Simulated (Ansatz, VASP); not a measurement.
One calculation of Ag, two programs

The input INCAR:

```
ALGO = Normal ; EDIFF = 1E-6
ENCUT = 520 ; GGA = PS
ISIF = 2 ; ISMEAR = 0
LASPH = T ; LCHARG = F
LREAL = F ; LWAVE = F
NBANDS = 12 ; NELM = 60
PREC = Accurate ; SIGMA = 0.15
```

Contents of KPOINTS:

```
k-points
0
Gamma
  20 20 20
```

Contents of POSCAR:

```
Ag
1.0
   -1.6722105400      1.6556540000      1.6556540000
    1.6722105400     -1.6556540000      1.6556540000
    1.6722105400      1.6556540000     -1.6556540000
Ag
1
Direct
    0.0000000000      0.0000000000      0.0000000000
```

Input for Ansatz:

```yaml
crystal:
  lattice:
    - [-1.67221054, 1.655654, 1.655654]
    - [1.67221054, -1.655654, 1.655654]
    - [1.67221054, 1.655654, -1.655654]
  atoms:
    - { symbol: Ag, position: [0.0, 0.0, 0.0] }
basis:
  ecutwfc: 420
kpoints:
  mp_grid: { grid: [20, 20, 20] }
hamiltonian:
  xc: pbesol
scf:
  occupations: { method: gaussian, width: 0.15 }
output:
  forces: true
  stress: true
  eigenvalues: true
```

Change from the starting cell: strain +0.0100 x Voigt [1, 0, 0, 0, 0, 0], atoms carried along.

Alike in both runs: task single point; functional PBEsol; k mesh 20 × 20 × 20; occupations gaussian, width 0.15 eV; no spin polarisation.

```csv
,VASP,Ansatz
version,VASP 6.6.1,Ansatz 0.2.0
potentials or method,"VASP PAW PBE potentials, release 64 (Ag), cutoff 520 eV","scalar-relativistic, plane waves, PAW"
valence electrons in the cell,11,19
```

|  | VASP | Ansatz | Ansatz less VASP |
| --- | --- | --- | --- |
| gap on the k mesh at the Fermi level (eV) | none | none | - |
| pressure (GPa) | -8.0 | -7.9 | +0.11 |
| traceless stress, the component that is largest in VASP (GPa) | 0.16 | 0.16 | +0.003 |

VASP's potentials were made for PBE, not for PBEsol. A gap of «none» marks a metal or a gap that the smearing closes. With one functional, cell and mesh, what is left measures potentials, basis and numerics. VASP's potentials hold 11 valence electrons a cell and Ansatz's 19, so a difference there can come from the potentials and not from the codes.
